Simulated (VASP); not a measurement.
H, 4 atoms in the cell. It takes space group C222_1 (No. 20, orthorhombic). The conventional cell has a = 3.321 Å, b = 5.805 Å, c = 5.966 Å, α = 90.00°, β = 90.00°, γ = 90.00°. H (site symmetry 1) has 1 H at 0.87 Å within 1.2 Å.  This cell differs from its parent crystal: strained and its atoms moved.

| Property | Result |
| --- | --- |
| Program | VASP 6.6.1 |
| Task | single point |
| Functional | PBE |
| Potentials or basis | VASP PAW PBE potentials, release 64 (H) |
| Cutoff | 500 eV |
| k mesh | 8 × 8 × 4 |
| Occupations | gaussian, width 0.02 eV |
| Spin | no spin polarisation |
| Dipole correction | no |
| Further INCAR settings | ALGO = Normal; EDIFF = 1e-06; NBANDS = 10 |

Potentials or basis: VASP PAW PBE potentials, release 64 (H).

The run is started by

```console
$ cat potpaw_PBE.64/H/POTCAR > POTCAR
$ mpirun -np 1 vasp_std > vasp.out
```

Hardware: 1 thread of Intel(R) Xeon(R) 6975P-C (Granite Rapids) (shared host).

Problem. How long does it take, and how much memory?

Solution. Wall time 9 s on 1 thread of Intel(R) Xeon(R) 6975P-C (Granite Rapids), with other jobs on the host, peak memory 0.17 GiB. Counts: scf iterations 12, k points 63.
